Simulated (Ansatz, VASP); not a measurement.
# One calculation of ZnS, two programs

```
CELL_PARAMETERS angstrom
0.00000 2.70500 2.70500
2.70500 0.00000 2.70500
2.70500 2.70500 0.00000
ATOMIC_POSITIONS crystal
Zn 0.00000 0.00000 0.00000
S 0.27500 0.25000 0.23500
```

Alike in both runs: task single point; functional HF; k mesh 3 × 3 × 3; no spin polarisation.

|  | VASP | Ansatz |
| --- | --- | --- |
| version | VASP 6.6.1 | Ansatz 0.2.0-dev |
| potentials or method | VASP PAW PBE potentials, release 64 (Zn, S), cutoff 400 eV | JTH PAW set |
| occupations | gaussian, width 0.01 eV | fixed |

VASP gave:

| Quantity | Value |
| --- | --- |
| gap on the k mesh at the Fermi level (eV) | 10.54 |
| rms of the force components (eV/Å) | 0.384 |

Problem. What did Ansatz give for the same quantities?

Solution. gap on the k mesh at the Fermi level (eV): 10.35; rms of the force components (eV/Å): 0.390.

VASP's potentials were made for PBE, not for HF. Atom by atom the forces differ by 0.006 eV/Å (rms over components).

The k mesh is coarse, so the values compare programs but aren't converged.
